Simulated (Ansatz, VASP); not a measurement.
## Two plane-wave programs on Rh

```
Rh
1.0
     0.00000    1.91581    1.91581
     1.90155    0.01426    1.90155
     1.90155    1.90155    0.01426
Rh
1
Direct
  0.00000 0.00000 0.00000
```

Change from the starting cell: strain +0.0150 x Voigt [0, 0, 0, 1, 0, 0], atoms carried along.

Alike in both runs: task single point; functional PBE; k mesh 22 × 22 × 22; occupations gaussian, width 0.15 eV; no spin polarisation.

|  | VASP | Ansatz |
| --- | --- | --- |
| version | VASP 6.6.1 | Ansatz 0.2.0 |
| potentials or method | VASP PAW PBE potentials, release 64 (Rh_pv), cutoff 520 eV | scalar-relativistic, plane waves, PAW |
| valence electrons in the cell | 15 | 17 |

```csv
,VASP,Ansatz,Ansatz less VASP
gap on the k mesh at the Fermi level (eV),none,none,-
pressure (GPa),5.9,5.9,-0.01
"traceless stress, the component that is largest in VASP (GPa)",-3.06,-3.06,+0.001
```

A gap of «none» marks a metal or a gap that the smearing closes. VASP's potentials hold 15 valence electrons a cell and Ansatz's 17, so a difference there can come from the potentials and not from the codes.
